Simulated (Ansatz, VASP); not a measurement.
## MgBiF4 in VASP and in Ansatz

```
CELL_PARAMETERS angstrom
3.66855 0.00000 0.00000
0.00000 3.66855 0.00000
0.00000 0.00000 6.45852
ATOMIC_POSITIONS crystal
Bi 0.00000 0.00000 0.00000
Mg 0.50000 0.50000 0.50000
F 0.50000 0.00000 0.50000
F 0.00000 0.50000 0.50000
F 0.50000 0.50000 0.21000
F 0.50000 0.50000 0.79000
```

Alike in both runs: task single point; functional PBE; k mesh 5 × 5 × 3; no spin polarisation.

|  | VASP | Ansatz |
| --- | --- | --- |
| version | VASP 6.6.1 | Ansatz 0.2.0 |
| potentials or method | VASP PAW PBE potentials, release 64 (Bi_d, Mg, F), cutoff 520 eV | PAW plane waves |
| occupations | fermi-dirac, width 0.1 eV | fermi-dirac |
| valence electrons in the cell | 45 | 53 |

```csv
,VASP,Ansatz,Ansatz less VASP
gap on the k mesh at the Fermi level (eV),none,none,-
pressure (GPa),4.9,5.3,+0.37
"traceless stress, the component that is largest in VASP (GPa)",1.22,1.21,-0.008
rms of the force components (eV/Å),0.913,0.917,+0.0040
```

Atom by atom the forces differ by 0.004 eV/Å (rms over components). A gap of «none» marks a metal or a gap that the smearing closes. VASP's potentials hold 45 valence electrons a cell and Ansatz's 53, so a difference there can come from the potentials and not from the codes.

Neither program's run includes spin-orbit coupling.
